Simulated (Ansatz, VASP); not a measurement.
## BAs in VASP and in Ansatz

INCAR

```
PREC = Accurate
ENCUT = 520
EDIFF = 1E-6
ISMEAR = -1
SIGMA = 0.03
LREAL = F
LASPH = T
NELM = 100
ALGO = Normal
ISIF = 2
LWAVE = F
LCHARG = F
GGA = CA
NBANDS = 11
```

The input KPOINTS:

```
regular mesh
0
Gamma
  15 15 15
```

Contents of POSCAR:

```
BAs
1.0
    0.0000000000      2.3885000000      2.3885000000
    2.3885000000      0.0000000000      2.3885000000
    2.3885000000      2.3885000000      0.0000000000
B As
1 1
Direct
    0.0000000000      0.0000000000      0.0000000000
    0.7500000000      0.7500000000      0.7500000000
```

Input for Ansatz:

```yaml
crystal:
  lattice:
    - [0.0, 2.3885, 2.3885]
    - [2.3885, 0.0, 2.3885]
    - [2.3885, 2.3885, 0.0]
  atoms:
    - { symbol: B, position: [0.0, 0.0, 0.0] }
    - { symbol: As, position: [0.75, 0.75, 0.75] }
kpoints:
  mp_grid: { grid: [15, 15, 15] }
  band_path:
    path:
      - [0.0, 0.0, 0.0]
      - [-0.5, -0.5, 0.0]
      - [-0.375, -0.375, 0.25]
      - [-0.375, 0.0, 0.375]
      - [0.0, 0.0, 0.0]
      - [0.0, 0.0, 0.5]
      - [-0.5, -0.25, 0.25]
      - [-0.5, -0.5, 0.0]
    npoints: 5
scf:
  occupations: { method: fermi_dirac, width: 0.03 }
hamiltonian:
  xc: lda
  pseudopotentials: { kind: all_electron, lapw: { basis_error: 0.00025 } }
output:
  forces: true
  stress: true
  eigenvalues: true
```

Alike in both runs: task single point; functional LDA; k mesh 15 × 15 × 15; occupations fermi-dirac, width 0.03 eV; no spin polarisation.

```csv
,VASP,Ansatz
version,VASP 6.6.1,Ansatz 0.2.0
potentials or method,"VASP PAW LDA potentials, release 64 (B, As), cutoff 520 eV","all-electron LAPW, scalar-relativistic"
```

Ansatz gave:

```
gap on the k mesh at the Fermi level (eV) : 1.13
pressure (GPa)                            : -3.9
```

Estimate VASP's values.

gap on the k mesh at the Fermi level (eV): 1.12; pressure (GPa): -3.1.

LDA's correlation is that of Perdew and Zunger in VASP and of Perdew and Wang (1992) in Ansatz. Ansatz ran all-electron here, and VASP with PAW potentials.
